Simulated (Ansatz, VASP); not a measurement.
Two plane-wave programs on PdI

INCAR

```
SYSTEM = PdI
PREC = Accurate ; ENCUT = 600
EDIFF = 1E-6 ; ISMEAR = -1
SIGMA = 0.05 ; LREAL = .FALSE.
LASPH = .TRUE. ; NELM = 80
ALGO = Normal ; ISIF = 3
LWAVE = .FALSE. ; LCHARG = .FALSE.
GGA = PE ; IBRION = 2
NSW = 60 ; EDIFFG = -0.005
```

KPOINTS

```
Automatic mesh
0
G
  12 12 12
  0 0 0
```

Contents of POSCAR:

```
PdI
1.0
    3.0866686091      0.0000000000      0.0000000000
    0.0000000000      3.0866686091      0.0000000000
    0.0000000000      0.0000000000      3.0866686091
Pd I
1 1
Direct
    0.0000000000      0.0000000000      0.0000000000
    0.5000000000      0.5000000000      0.5000000000
```

Input for Ansatz:

```yaml
crystal:
  lattice:
    - [3.0866686091, 0.0, 0.0]
    - [0.0, 3.0866686091, 0.0]
    - [0.0, 0.0, 3.0866686091]
  atoms:
    - { symbol: Pd, position: [0.0, 0.0, 0.0] }
    - { symbol: I, position: [0.5, 0.5, 0.5] }
kpoints:
  mp_grid: { grid: [12, 12, 12] }
scf:
  occupations: { method: fermi_dirac, width: 0.05 }
hamiltonian:
  xc: pbe
  pseudopotentials: { kind: paw }
output:
  forces: true
  stress: true
relax:
  f_tol: 0.005
  max_steps: 40
  cell: {}
```

Alike in both runs: task relaxation of cell and atoms; functional PBE; k mesh 12 × 12 × 12; occupations fermi-dirac, width 0.05 eV; no spin polarisation.

|  | VASP | Ansatz |
| --- | --- | --- |
| version | VASP 6.6.1 | Ansatz 0.2.0 |
| potentials or method | VASP PAW PBE potentials, release 64 (Pd, I) | PAW with Ansatz's default frozen-core files, scalar-relativistic |
| plane-wave cutoff (eV) | 600 | 420 |
| valence electrons in the cell | 17 | 35 |

|  | VASP | Ansatz | Ansatz less VASP |
| --- | --- | --- | --- |
| relaxed volume (Å³/atom) | 22.88 | 22.91 | +0.037 |
| relaxed length of the cell vector where the two differ most in proportion (Å) | 3.577 | 3.578 | +0.0019 |

VASP's potentials hold 17 valence electrons a cell and Ansatz's 35, so a difference there can come from the potentials and not from the codes.

Spin-orbit coupling is off throughout. Noted on VASP's run: the volume moved by over 15 % at a fixed basis, so the end points are rough.
